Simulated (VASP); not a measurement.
# Ta (P6/mmm) in VASP: density of states with PBE

Aim: the density of states of Ta with PBE.

All numbers are computed with VASP 6.6.1; they aren't measurements. Logs are shortened: lines on timing, memory, paths and dates and some standing lists are left out, and cuts for length are marked.

### Step 1. The cell of the first run

The structure is hexagonal, space group P6/mmm (No. 191). Conventional cell: a = 4.863 Å, b = 4.863 Å, c = 2.730 Å, α = 90.00°, β = 90.00°, γ = 120.00°. Within 3.6 Å of Ta (site symmetry 6/mmm) lie 14 Ta at 2.73 to 3.12 Å. Ta (site symmetry -6m2) has 11 Ta at 2.73 to 3.12 Å within 3.6 Å.

### Step 2. Density of states, PBE

POSCAR reads:

```
Ta
1.0
    4.8634078299      0.0000000000      0.0000000000
   -2.4317039149      4.2118347297      0.0000000000
    0.0000000000      0.0000000000      2.7303794766
Ta
3
Direct
    0.0000000000      0.0000000000      0.0000000000
    0.3333333333      0.6666666667      0.5000000000
    0.6666666667      0.3333333333      0.5000000000
```

INCAR.step1 reads:

```
PREC = Accurate
ENCUT = 520
EDIFF = 1E-6
ISMEAR = -1
SIGMA = 0.05
LREAL = False
LASPH = True
NELM = 100
ALGO = Normal
ISIF = 2
LWAVE = False
LCHARG = True
LMAXMIX = 4
GGA = PE
NBANDS = 24
```

KPOINTS.step1 reads:

```
Automatic mesh
0
Gamma
  9 9 12
```

INCAR.step2 reads:

```
PREC = Accurate
ENCUT = 520
EDIFF = 1E-6
ISMEAR = -5
SIGMA = 0.05
LREAL = False
LASPH = True
NELM = 100
ALGO = Normal
ISIF = 2
LWAVE = False
LCHARG = False
LMAXMIX = 4
GGA = PE
LORBIT = 10
NEDOS = 1001
ICHARG = 11
```

KPOINTS.step2 reads:

```
Automatic mesh
0
Gamma
  14 14 18
```

Potentials or basis: VASP PAW PBE potentials, release 64 (Ta_pv).

Command:

```sh
cat potpaw_PBE.64/Ta_pv/POTCAR > POTCAR
cp INCAR.step1 INCAR
cp KPOINTS.step1 KPOINTS
mpirun -np 1 vasp_std > vasp.out
cp INCAR.step2 INCAR
cp KPOINTS.step2 KPOINTS
mpirun -np 1 vasp_std > vasp.out
```

OUTCAR:

```text
PREC = Accurate
   ENCUT = 520
   EDIFF = 1E-6
   ISMEAR = -5
   LREAL = False
   LASPH = True
   NELM = 100
   ISIF = 2
   GGA = PE
   LORBIT = 10
   ICHARG = 11

 ion  position               nearest neighbor table
   1  0.000  0.000  0.000-   2 3.12   3 3.12   2 3.12   3 3.12   3 3.12   3 3.12   2 3.12   2 3.12
                             3 3.12   3 3.12   2 3.12   2 3.12
   2  0.333  0.667  0.500-   3 2.81   3 2.81   3 2.81   1 3.12   1 3.12   1 3.12   1 3.12   1 3.12
                             1 3.12
   3  0.667  0.333  0.500-   2 2.81   2 2.81   2 2.81   1 3.12   1 3.12   1 3.12   1 3.12   1 3.12
                             1 3.12

  LATTYP: Found a hexagonal cell.
 ALAT       =     4.8634078299
 C/A-ratio  =     0.5614128142

  Lattice vectors:

 A1 = (   4.8634078299,   0.0000000000,   0.0000000000)
 A2 = (  -2.4317039149,   4.2118347297,   0.0000000000)
 A3 = (   0.0000000000,   0.0000000000,   2.7303794766)

Analysis of symmetry for initial positions (statically):
=====================================================================
 Subroutine PRICEL returns:
 Original cell was already a primitive cell.

 Routine SETGRP: Setting up the symmetry group for a
 hexagonal supercell.

 Subroutine GETGRP returns: Found 24 space group operations
 (whereof 24 operations were pure point group operations)
 out of a pool of 24 trial point group operations.

The static configuration has the point symmetry D_6h.

Analysis of symmetry for dynamics (positions and initial velocities):
=====================================================================
 Subroutine PRICEL returns:
 Original cell was already a primitive cell.

 Routine SETGRP: Setting up the symmetry group for a
 hexagonal supercell.

 Subroutine GETGRP returns: Found 24 space group operations
 (whereof 24 operations were pure point group operations)
 out of a pool of 24 trial point group operations.

The dynamic configuration has the point symmetry D_6h.

 Subroutine INISYM returns: Found 24 space group operations
 (whereof 24 operations are pure point group operations),
 and found     1 'primitive' translations

----------------------------------------------------------------------------------------

                                     Primitive cell

  volume of cell :      55.9287

  direct lattice vectors                    reciprocal lattice vectors
     4.863407830  0.000000000  0.000000000     0.205617138  0.118713110  0.000000000
    -2.431703915  4.211834730  0.000000000     0.000000000  0.237426220  0.000000000
     0.000000000  0.000000000  2.730379477     0.000000000  0.000000000  0.366249457

  length of vectors
     4.863407830  4.863407830  2.730379477     0.237426220  0.237426220  0.366249457

  position of ions in fractional coordinates (direct lattice)
     0.000000000  0.000000000  0.000000000
     0.333333333  0.666666667  0.500000000
     0.666666667  0.333333333  0.500000000

  ion indices of the primitive-cell ions
   primitive index   ion index
                 1           1
                 2           2
                 3           3

----------------------------------------------------------------------------------------

 KPOINTS: Automatic mesh

Automatic generation of k-mesh.
 Grid dimensions read from file:
 generate k-points for:   14   14   18

 Generating k-lattice:

  Cartesian coordinates                     Fractional coordinates (reciprocal lattice)
     0.014686938  0.008479508  0.000000000     0.071428571  0.000000000  0.000000000
     0.000000000  0.016959016  0.000000000     0.000000000  0.071428571  0.000000000
     0.000000000  0.000000000  0.020347192     0.000000000  0.000000000  0.055555556

  Length of vectors
     0.016959016  0.016959016  0.020347192

  Shift w.r.t. Gamma in fractional coordinates (k-lattice)
     0.000000000  0.000000000  0.000000000

 TETIRR: Found   3654 inequivalent tetrahedra from    21168

 Subroutine IBZKPT returns following result:
 ===========================================

 Found    240 irreducible k-points:

 Following reciprocal coordinates:
            Coordinates               Weight
  0.000000  0.000000  0.000000      1.000000
  0.071429  0.000000  0.000000      6.000000
  0.142857  0.000000  0.000000      6.000000
  0.214286  0.000000  0.000000      6.000000
  0.285714  0.000000  0.000000      6.000000
  0.357143  0.000000  0.000000      6.000000
[... 16 lines left out ...]
  0.285714  0.285714  0.000000      6.000000
  0.357143  0.285714  0.000000      6.000000
 [... further k-points ...]
   k-points           NKPTS =    240   k-points in BZ     NKDIM =    240   number of bands    NBANDS=     20
   number of dos      NEDOS =   1001   number of ions     NIONS =      3
   total plane-waves  NPLWV =  25920
   dimension x,y,z NGX =    36 NGY =   36 NGZ =   20
   dimension x,y,z NGXF=    72 NGYF=   72 NGZF=   40
   ions per type =               3
   NGX,Y,Z   is equivalent  to a cutoff of  12.31, 12.31, 12.18 a.u.
   NGXF,Y,Z  is equivalent  to a cutoff of  24.61, 24.61, 24.35 a.u.
 SYSTEM =  unknown system
   PREC   = accura    normal or accurate (medium, high low for compatibility)
   ISTART =      0    job   : 0-new  1-cont  2-samecut
   ICHARG =     11    charge: 1-file 2-atom 10-const
   ISPIN  =      1    spin polarized calculation?
   LNONCOLLINEAR =      F non collinear calculations
   LSORBIT =      F    spin-orbit coupling
   LASPH  =      T    aspherical Exc in radial PAW
   ENCUT  =  520.0 eV  38.22 Ry    6.18 a.u.   9.04  9.04  5.08*2*pi/ulx,y,z
   NELM   =    100;   NELMIN=  2; NELMDL=  0     # of ELM steps
   EDIFF  = 0.1E-05   stopping-criterion for ELM
   LREAL  =      F    real-space projection
   EDIFFG = 0.1E-04   stopping-criterion for IOM
   NSW    =      0    number of steps for IOM
   IBRION =     -1    ionic relax: 0-MD 1-quasi-New 2-CG
   NFREE  =      0    steps in history (QN), initial steepest desc. (CG)
   ISIF   =      2    stress and relaxation
   ISYM   =      2    0-nonsym 1-usesym 2-fastsym
   POTIM  = 0.5000    time-step for ionic-motion
   TEBEG  =    0.0;   TEEND  =   0.0 temperature during run
   PSTRESS=    0.0 pullay stress
   NELECT =      33.0000    total number of electrons
   NUPDOWN=      -1.0000    fix difference up-down
   EMIN   =  10.00;   EMAX   =-10.00  energy-range for DOS
   EFERMI =   0.00;   METHOD = LEGACY
   ISMEAR =    -5;   SIGMA  =   0.05  broadening in eV -4-tet -1-fermi 0-gaus
   EFERMI_NEDOS =   21; number of points for ismear=-14 and -15
   IALGO  =     38    algorithm
   IMIX   =      4    mixing-type and parameters
     AMIX     =   0.40;   BMIX     =  1.00
     AMIX_MAG =   1.60;   BMIX_MAG =  1.00
  volume/ion in A,a.u.               =      18.64       125.81
  Fermi-wavevector in a.u.,A,eV,Ry     =   1.373097  2.594777 25.652352  1.885395
  Thomas-Fermi vector in A             =   2.498644
   LORBIT       =     10    0 simple, 1 ext, 2 COOP (PROOUT), +10 PAW based schemes
   GGA     = PE    functional components
   LHFCALC =     F    Hartree Fock is set to
   AEXX    =    0.0000 exact exchange contribution
   IVDW    =     0    specifies the selected vdW correction
   LEPSILON=     F    determine dielectric tensor
   LRPA    =     F    only Hartree local field effects (RPA)
 non-spin polarized calculation
 Fermi weights with tetrahedron method with Bloechl corrections
  energy-cutoff  :      520.00
  volume of cell :       55.93
 maximum number of plane-waves:      1526

 number of electron      33.0000011 magnetization

 Free energy of the ion-electron system (eV)
  ---------------------------------------------------
  ext. energy  EPLUGINS =         0.00000000
  ---------------------------------------------------
  free energy    TOTEN  =       -34.76125754 eV

  energy without entropy =      -34.76125754  energy(sigma->0) =      -34.76125754

 E-fermi :   5.5144     XC(G=0): -12.4285

 val. band max:        5.5489774511   @ k =   0.5000   0.0000   0.3333
 cond. band min:       5.4851707340   @ k =   0.2857   0.1429   0.5000
 fundamental gap:     -0.0638067172
 Fermi energy:         5.5143991003

 k-point     1 :       0.0000    0.0000    0.0000
  band No.  band energies     occupation
      1     -28.8449      2.00000
      2     -28.8449      2.00000
      3     -28.6677      2.00000
      4     -28.6677      2.00000
      5     -28.0643      2.00000
      6     -28.0643      2.00000
[... 12 lines left out ...]
     19       6.5082      0.00000
     20       8.8216      0.00000

 k-point     2 :       0.0714    0.0000    0.0000
  band No.  band energies     occupation
      1     -28.8673      2.00000
      2     -28.8588      2.00000
      3     -28.6420      2.00000
      4     -28.6380      2.00000
      5     -28.0810      2.00000
      6     -28.0671      2.00000
[... 12 lines left out ...]
     19       6.5713      0.00000
     20       8.5303      0.00000

 k-point     3 :       0.1429    0.0000    0.0000
  band No.  band energies     occupation
      1     -28.9128      2.00000
      2     -28.8788      2.00000
      3     -28.5871      2.00000
      4     -28.5724      2.00000
      5     -28.1293      2.00000
      6     -28.0754      2.00000
[... 12 lines left out ...]
     19       6.7572      0.00000
     20       8.2598      0.00000

 k-point     4 :       0.2143    0.0000    0.0000
  band No.  band energies     occupation
      1     -28.9599      2.00000
      2     -28.8827      2.00000
      3     -28.5248      2.00000
      4     -28.4986      2.00000
      5     -28.2028      2.00000
      6     -28.0889      2.00000
[... 429 lines left out ...]
 k-point    23 :       0.2857    0.2857    0.0000
  band No.  band energies     occupation
      1     -28.9449      2.00000
      2     -28.8229      2.00000
      3     -28.6652      2.00000
      4     -28.3036      2.00000
      5     -28.2997      2.00000
      6     -28.1258      2.00000
[... 12 lines left out ...]
     19       8.2010      0.00000
     20       8.2218      0.00000

 k-point    24 :       0.3571    0.2857    0.0000
  band No.  band energies     occupation
      1     -28.9355      2.00000
      2     -28.7814      2.00000
      3     -28.7310      2.00000
      4     -28.2967      2.00000
      5     -28.2919      2.00000
      6     -28.1257      2.00000
[... 12 lines left out ...]
     19       8.1983      0.00000
     20       8.5018      0.00000

 [... further k-points ...]

------------------------ aborting loop because EDIFF is reached ----------------------------------------

  FORCE on cell =-STRESS in cart. coord.  units (eV):
  Direction    XX          YY          ZZ          XY          YZ          ZX
  --------------------------------------------------------------------------------------
  -------------------------------------------------------------------------------------
  Total       -0.1897442     -0.1897442      0.0296958     -0.0000000     -0.0000000      0.0000000
  in kB       -5.4355575     -5.4355575      0.8506872     -0.0000000     -0.0000000      0.0000000
  external PRESSURE =      -3.3401426 kB  Pullay stress =       0.0000000 kB

 VOLUME and BASIS-vectors are now :
 -----------------------------------------------------------------------------
  energy-cutoff  :      520.00
  volume of cell :       55.93
      direct lattice vectors                 reciprocal lattice vectors
     4.863407830  0.000000000  0.000000000     0.205617138  0.118713110  0.000000000
    -2.431703915  4.211834730  0.000000000     0.000000000  0.237426220  0.000000000
     0.000000000  0.000000000  2.730379477     0.000000000  0.000000000  0.366249457

 POSITION                                       TOTAL-FORCE (eV/Angst)
 -----------------------------------------------------------------------------------
      0.00000      0.00000      0.00000         0.000000      0.000000      0.000000
     -0.00000      2.80789      1.36519        -0.000000      0.000000      0.000000
      2.43170      1.40394      1.36519         0.000000      0.000000      0.000000
 -----------------------------------------------------------------------------------
    total drift:                               -0.000000      0.000000     -0.000000

  FREE ENERGIE OF THE ION-ELECTRON SYSTEM (eV)
  ---------------------------------------------------
  free  energy   TOTEN  =       -34.7612575446 eV

  energy  without entropy=      -34.7612575446  energy(sigma->0) =      -34.76125754

 total charge

# of ion       s       p       d       tot
------------------------------------------
    1        0.357   6.176   2.306   8.839
    2        0.381   6.150   2.394   8.925
    3        0.381   6.150   2.394   8.925
--------------------------------------------------
tot          1.119  18.475   7.093  26.688
```

It took 2.9 min on 1 thread of Intel Xeon Platinum 8488C (Sapphire Rapids), shared host; peak memory 0.32 GiB.

Results:

```
Valence electrons inside the program's atomic spheres : Ta 8.84, 8.93
```

Levels at points of the mesh, in eV from the Fermi level:
```tsv
k point	band 13	band 14	band 15	band 16	band 17	band 18	band 19	band 20
(0.00, 0.00, 0.00)	-1.44	-1.44	-1.43	-1.43	-0.68	0.99	0.99	3.31
(0.50, 0.00, 0.00)	-1.86	-1.69	-1.53	-0.94	-0.66	0.74	2.12	3.51
(0.00, 0.00, 0.50)	-2.89	-2.89	-1.92	0.16	0.16	1.34	1.34	4.42
(0.50, 0.00, 0.50)	-2.42	-1.29	-1.18	-0.43	0.73	0.87	0.98	2.49
```

Caveat: spin-orbit coupling is left out, which moves the levels of the heavy elements; tetrahedron occupations give inexact forces and stress in metals.
